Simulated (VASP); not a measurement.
Crystal: AlFe3B.

```xyz
5
Lattice="3.8223 0.0000 0.0000 0.0000 3.8223 0.0000 0.0000 0.0000 3.8223" Properties=species:S:1:pos:R:3 pbc="T T T"
Fe    0.0000    0.0000    1.9112
Fe    0.0000    1.9112    0.0000
Fe    1.9112    0.0000    0.0000
Al    1.9112    1.9112    1.9112
B     0.0000    0.0000    0.0000
```

Base run:

```yaml
Program: VASP 6.6.1
Functional: PBEsol
Potentials_or_basis: VASP PAW PBE potentials, release 64 (Fe, Al, B)
Cutoff: 520 eV
k_mesh: 6 × 6 × 6
Occupations: fermi-dirac, width 0.05 eV
Spin: collinear spin, ferromagnetic start
Starting_moments: "[6.0, 6.0, 6.0, 0.0, 0.0] μB"
Fixed_moment: 18 μB
```

Its results: pressure 115.6 GPa; site moments Fe +4.64; Al +0.57; B +0.74 μB.

Q: After a change of settings the same cell gave: pressure -5.8 GPa; site moments Fe +1.60; Al -0.06; B -0.13 μB. Which change was it?
A. fixed moment from 18 μB to 2.2 μB; moments at the start from [6.0, 6.0, 6.0, 0.0, 0.0] to [0.73, 0.73, 0.73, 0.0, 0.0]
B. fixed moment from 18 μB to 13.5 μB; moments at the start from [6.0, 6.0, 6.0, 0.0, 0.0] to [4.5, 4.5, 4.5, 0.0, 0.0]
C. fixed moment from 18 μB to 4.5 μB; moments at the start from [6.0, 6.0, 6.0, 0.0, 0.0] to [1.5, 1.5, 1.5, 0.0, 0.0]
D. fixed moment from 18 μB to 9 μB; moments at the start from [6.0, 6.0, 6.0, 0.0, 0.0] to [3.0, 3.0, 3.0, 0.0, 0.0]

A: C.

Caveats: the PAW data sets were made with another functional, which shifts forces and pressure a little; the total moment is fixed, so each spin has its own Fermi level and the state may be an excited one; the cell stands under pressure (at least some runs); the cell stands under tension (at least some runs).
